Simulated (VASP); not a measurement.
BaTiO3 (Barioperovskite):

```
Ba Ti O
1.0
     3.95875    0.00000    0.00000
     0.00000    2.81786    2.82605
     0.00000   -2.81786    2.82605
Ba Ti O
1 1 3
Direct
  0.00000 0.00000 0.00000
  0.50000 0.51240 0.51240
  0.50000 0.99184 0.50524
  0.50000 0.50524 0.99184
  0.00000 0.48740 0.48740
```

This cell differs from its parent crystal: volume scaled by 0.98.

Base run:

| Property | Result |
| --- | --- |
| Program | VASP 6.6.1 |
| Functional | PBEsol |
| Potentials or basis | VASP PAW PBE potentials, release 64 (Ba_sv, Ti_sv, O) |
| Cutoff | 520 eV |
| k mesh | 7 × 7 × 7 |
| Occupations | fermi-dirac, width 0.05 eV |
| Spin | no spin polarisation |

Its results: band gap on the k mesh 1.92 eV, indirect (least direct gap 2.03 eV); pressure 1.4 GPa; largest force 0.231 eV/Å.

Q: The run is repeated on the same cell with these changes: functional from PBEsol to LDA; potentials or basis from VASP PAW PBE potentials, release 64 (Ba_sv, Ti_sv, O) to VASP PAW LDA potentials, release 64 (Ba_sv, Ti_sv, O). What comes out?

A: Band gap on the k mesh 1.87 eV, indirect (least direct gap 1.98 eV); pressure -3.2 GPa; largest force 0.241 eV/Å.

Caveats: spin-orbit coupling is left out, which moves the levels of the heavy elements; the PAW data sets were made with another functional, which shifts forces and pressure a little (some runs).

A k mesh can miss the band edges.
